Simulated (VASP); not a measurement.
# ZnO (P6_3mc) in VASP: a series of runs, part 2 of 2

VASP 6.6.1.

**5. Relaxation of shape and atoms at fixed volume, PBEsol**

This run uses another cell than the first one, of 11.78 Å³/atom, 1.022 times its volume.

File INCAR:

```
  PREC = Accurate
  ENCUT = 600
  EDIFF = 1E-7
  ISMEAR = 0
  SIGMA = 0.05
  LREAL = F
  LASPH = T
  NELM = 100
  ALGO = Normal
  ISIF = 4
  LWAVE = F
  LCHARG = F
  GGA = PS
  IBRION = 2
  NSW = 60
  EDIFFG = -0.01
```

File KPOINTS:

```
regular mesh
0
Gamma
  8 8 6
```

File POSCAR:

```
ZnO
1.0
    3.2317480164      0.0000000000      0.0000000000
   -1.6158740082      2.7987758809      0.0000000000
    0.0000000000      0.0000000000      5.2111393254
Zn O
2 2
Direct
    0.3333333333      0.6666666667      0.0014489168
    0.6666666667      0.3333333333      0.5014489168
    0.3333333333      0.6666666667      0.3806510832
    0.6666666667      0.3333333333      0.8806510832
```

Potentials or basis: VASP PAW PBE potentials, release 64 (Zn, O).

Run with:

```
$ cat potpaw_PBE.64/Zn/POTCAR potpaw_PBE.64/O/POTCAR > POTCAR
$ mpirun -np 1 vasp_std > vasp.out
```

OUTCAR:

```text
PREC = Accurate
   ENCUT = 600
   EDIFF = 1E-7
   ISMEAR = 0
   LREAL = F
   LASPH = T
   NELM = 100
   ISIF = 4
   GGA = PS
   IBRION = 2
   NSW = 60
   EDIFFG = -0.01

 ion  position               nearest neighbor table
   1  0.333  0.667  0.001-   4 1.97   4 1.97   4 1.97   3 1.98
   2  0.667  0.333  0.501-   3 1.97   3 1.97   3 1.97   4 1.98
   3  0.333  0.667  0.381-   2 1.97   2 1.97   2 1.97   1 1.98
   4  0.667  0.333  0.881-   1 1.97   1 1.97   1 1.97   2 1.98

  LATTYP: Found a hexagonal cell.
 ALAT       =     3.2317480164
 C/A-ratio  =     1.6124831822

  Lattice vectors:

 A1 = (   3.2317480164,   0.0000000000,   0.0000000000)
 A2 = (  -1.6158740082,   2.7987758809,   0.0000000000)
 A3 = (   0.0000000000,   0.0000000000,   5.2111393254)

Analysis of symmetry for initial positions (statically):
=====================================================================
 Subroutine PRICEL returns:
 Original cell was already a primitive cell.

 Routine SETGRP: Setting up the symmetry group for a
 hexagonal supercell.

 Subroutine GETGRP returns: Found 12 space group operations
 (whereof  6 operations were pure point group operations)
 out of a pool of 24 trial point group operations.

The static configuration has the point symmetry C_3v.
 The point group associated with its full space group is C_6v.

Analysis of symmetry for dynamics (positions and initial velocities):
=====================================================================
 Subroutine PRICEL returns:
 Original cell was already a primitive cell.

 Routine SETGRP: Setting up the symmetry group for a
 hexagonal supercell.

 Subroutine GETGRP returns: Found 12 space group operations
 (whereof  6 operations were pure point group operations)
 out of a pool of 24 trial point group operations.

[... 123 lines left out ...]
   IMIX   =      4    mixing-type and parameters
     AMIX     =   0.40;   BMIX     =  1.00
     AMIX_MAG =   1.60;   BMIX_MAG =  1.00
  volume/ion in A,a.u.               =      11.78        79.52
  Fermi-wavevector in a.u.,A,eV,Ry     =   1.496452  2.827885 30.468474  2.239370
  Thomas-Fermi vector in A             =   2.608467
   LORBIT       =      0    0 simple, 1 ext, 2 COOP (PROOUT), +10 PAW based schemes
   GGA     = PS    functional components
   LHFCALC =     F    Hartree Fock is set to
   AEXX    =    0.0000 exact exchange contribution
   IVDW    =     0    specifies the selected vdW correction
   LEPSILON=     F    determine dielectric tensor
   LRPA    =     F    only Hartree local field effects (RPA)
 conjugate gradient relaxation of ions
 non-spin polarized calculation
 Gauss-broadening in eV      SIGMA  =   0.05
  energy-cutoff  :      600.00
  volume of cell :       47.13
 maximum number of plane-waves:      1605
 NGX is ok and might be reduce to    28
   NGX = 13   NGY = 13   NGZ = 21

 number of electron      36.0000003 magnetization

 Free energy of the ion-electron system (eV)
  ---------------------------------------------------
  ext. energy  EPLUGINS =         0.00000000
  ---------------------------------------------------
  free energy    TOTEN  =       -19.41403920 eV

  energy without entropy =      -19.41403920  energy(sigma->0) =      -19.41403920

 E-fermi :   1.3429     XC(G=0): -11.2383

 val. band max:        1.1412048489   @ k =   0.0000   0.0000   0.0000
 cond. band min:       1.8325736805   @ k =   0.0000   0.0000   0.0000
 fundamental gap:      0.6913688317
 Fermi energy:         1.3428579896

 k-point     1 :       0.0000    0.0000    0.0000
  band No.  band energies     occupation
      1     -16.9847      2.00000
      2     -16.2284      2.00000
      3      -4.6604      2.00000
      4      -4.6251      2.00000
      5      -4.6251      2.00000
      6      -4.5784      2.00000
[... 589 lines left out ...]
     21       9.5974      0.00000
     22       9.8275      0.00000

 [... further k-points ...]

------------------------ aborting loop because EDIFF is reached ----------------------------------------

  FORCE on cell =-STRESS in cart. coord.  units (eV):
  Direction    XX          YY          ZZ          XY          YZ          ZX
  --------------------------------------------------------------------------------------
  -------------------------------------------------------------------------------------
  Total        0.2134188      0.2134188      0.2544744      0.0000000     -0.0000000      0.0000000
  in kB        7.2544561      7.2544561      8.6500040      0.0000000     -0.0000000      0.0000000
  external PRESSURE =       7.7196388 kB  Pullay stress =       0.0000000 kB

 VOLUME and BASIS-vectors are now :
 -----------------------------------------------------------------------------
  energy-cutoff  :      600.00
  volume of cell :       47.13
      direct lattice vectors                 reciprocal lattice vectors
     3.231748016  0.000000000  0.000000000     0.309430065  0.178649532  0.000000000
    -1.615874008  2.798775881  0.000000000     0.000000000  0.357299063  0.000000000
     0.000000000  0.000000000  5.211139325     0.000000000  0.000000000  0.191896616

 POSITION                                       TOTAL-FORCE (eV/Angst)
 -----------------------------------------------------------------------------------
     -0.00000      1.86585      0.00755        -0.000000      0.000000     -0.000593
      1.61587      0.93293      2.61312         0.000000     -0.000000     -0.000593
     -0.00000      1.86585      1.98363         0.000000     -0.000000      0.000593
      1.61587      0.93293      4.58920         0.000000      0.000000      0.000593
 -----------------------------------------------------------------------------------
    total drift:                               -0.000000      0.000000     -0.001908

  FREE ENERGIE OF THE ION-ELECTRON SYSTEM (eV)
  ---------------------------------------------------
  free  energy   TOTEN  =       -19.4140392033 eV

  energy  without entropy=      -19.4140392033  energy(sigma->0) =      -19.41403920

 reached required accuracy - stopping structural energy minimisation
```

Wall time 27 s (1 thread of Intel Xeon 6975P-C (Granite Rapids), shared host); peak memory 0.19 GiB.

Results:

```yaml
Free_energy: -19.4140 eV
Pressure_after_relaxing: 0.8 GPa
Band_gap_on_the_k_mesh: 0.69 eV, direct
```

Final structure:
```yaml
crystal:
  lattice:
    - [3.23175, 0.00000, 0.00000]
    - [-1.61587, 2.79878, 0.00000]
    - [0.00000, 0.00000, 5.21114]
  atoms:
    - { symbol: Zn, position: [0.33333, 0.66667, 0.00145] }
    - { symbol: Zn, position: [0.66667, 0.33333, 0.50145] }
    - { symbol: O, position: [0.33333, 0.66667, 0.38065] }
    - { symbol: O, position: [0.66667, 0.33333, 0.88065] }
```

Caveat: the relaxation stopped at its first step, so nothing moved; the PAW data sets were made with another functional, which shifts forces and pressure a little. Expect the measured gap to be larger: semilocal functionals such as PBEsol lack the derivative discontinuity.

**6. Summary**

| level | cell | gap on the mesh (eV) | pressure (GPa) |
| --- | --- | --- | --- |
| PBE+D4 | relaxed from a = 3.208, b = 3.208, c = 5.177 Å, angles 90.0, 90.0, 120.0°, 4 atoms | 0.83 | 7.3 |
| RPBE+D4 | relaxed from a = 3.213, b = 3.213, c = 5.181 Å, angles 90.0, 90.0, 120.0°, 4 atoms | 0.91 | 7.0 |
| revPBE+D3(BJ) | relaxed from a = 3.214, b = 3.214, c = 5.187 Å, angles 90.0, 90.0, 120.0°, 4 atoms | 0.88 | 7.0 |
| PBEsol | relaxed from a = 3.232, b = 3.232, c = 5.211 Å, angles 90.0, 90.0, 120.0°, 4 atoms | 0.69 | 0.8 |

Alike in all rows: task relaxation of shape and atoms at fixed volume; potentials or basis VASP PAW PBE potentials, release 64 (Zn, O); no spin polarisation; k mesh 8 × 8 × 6; cutoff (eV) 600; smearing gaussian 0.05 eV.

Caveats: the relaxation stopped at its first step, so nothing moved; the PAW data sets were made with another functional, which shifts forces and pressure a little (some runs).

Absolute energies hang on the potentials; compare differences alone.
